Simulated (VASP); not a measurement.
Wanted: the native input for a VASP 6.6.1 run.

| Quantity | Value |
| --- | --- |
| Task | single point |
| Functional | r2SCAN |
| Potentials or basis | VASP PAW PBE potentials, release 64 (Hf_pv, O) |
| Cutoff | 520 eV |
| k mesh | 6 × 6 × 8 |
| Occupations | gaussian, width 0.05 eV |
| Spin | no spin polarisation |
| Dipole correction | no |
| Further INCAR settings | ALGO = Normal; EDIFF = 1e-06; NBANDS = 31 |

Crystal: HfO2.

```
Hf O
1.0
     4.83820    0.00000    0.00000
     0.00000    4.83820    0.00000
     0.00000    0.00000    3.22035
Hf O
2 4
Direct
  0.00000 0.00000 0.04658
  0.50000 0.50000 0.50000
  0.19492 0.80508 0.50000
  0.30508 0.30508 0.00000
  0.69492 0.69492 0.00000
  0.80508 0.19492 0.50000
```

This cell differs from its parent crystal: atom 1 (Hf) moved +0.150 Å along Cartesian [0 0 1].

One way to write it, as run:

POSCAR

```
HfO2
1.0
    4.8382036358      0.0000000000      0.0000000000
    0.0000000000      4.8382036358      0.0000000000
    0.0000000000      0.0000000000      3.2203479147
Hf O
2 4
Direct
    0.0000000000      0.0000000000      0.0465788182
    0.5000000000      0.5000000000      0.5000000000
    0.1949191830      0.8050808170      0.5000000000
    0.3050808170      0.3050808170      0.0000000000
    0.6949191830      0.6949191830      0.0000000000
    0.8050808170      0.1949191830      0.5000000000
```

INCAR.step1

```
SYSTEM = HfO2
PREC = Accurate
ENCUT = 520
ISMEAR = 0
SIGMA = 0.05
LREAL = .FALSE.
LASPH = .TRUE.
NELM = 100
NBANDS = 31
GGA = PE
ALGO = Normal
EDIFF = 1E-4
LWAVE = .TRUE.
LCHARG = .FALSE.
```

INCAR.step2

```
SYSTEM = HfO2
PREC = Accurate
ENCUT = 520
EDIFF = 1E-6
ISMEAR = 0
SIGMA = 0.05
LREAL = .FALSE.
LASPH = .TRUE.
NELM = 100
ALGO = Normal
ISIF = 2
LWAVE = .FALSE.
LCHARG = .FALSE.
METAGGA = R2SCAN
LMIXTAU = .TRUE.
NBANDS = 31
ISTART = 1
```

KPOINTS

```
regular mesh
0
G
  6 6 8
  0 0 0
```

Potentials or basis: VASP PAW PBE potentials, release 64 (Hf_pv, O).

Run with:

```sh
$ cat potpaw_PBE.64/Hf_pv/POTCAR potpaw_PBE.64/O/POTCAR > POTCAR
$ cp INCAR.step1 INCAR
$ mpirun -np 1 vasp_std > vasp.out
$ cp INCAR.step2 INCAR
$ mpirun -np 1 vasp_std > vasp.out
```

It gave:

* Pressure: -1.6 GPa
* Largest force: 1.401 eV/Å
* Band gap on the k mesh: 4.57 eV

Caveat: the cell differs from its parent crystal (atom 1 (Hf) moved +0.150 Å along Cartesian [0 0 1]); the PAW data sets were made with another functional, which shifts forces and pressure a little; spin-orbit coupling is left out, which moves the levels of the heavy elements.

Run time: 6.4 min on 1 thread of Intel Xeon 8259CL, on a shared host, peak memory 0.27 GiB.
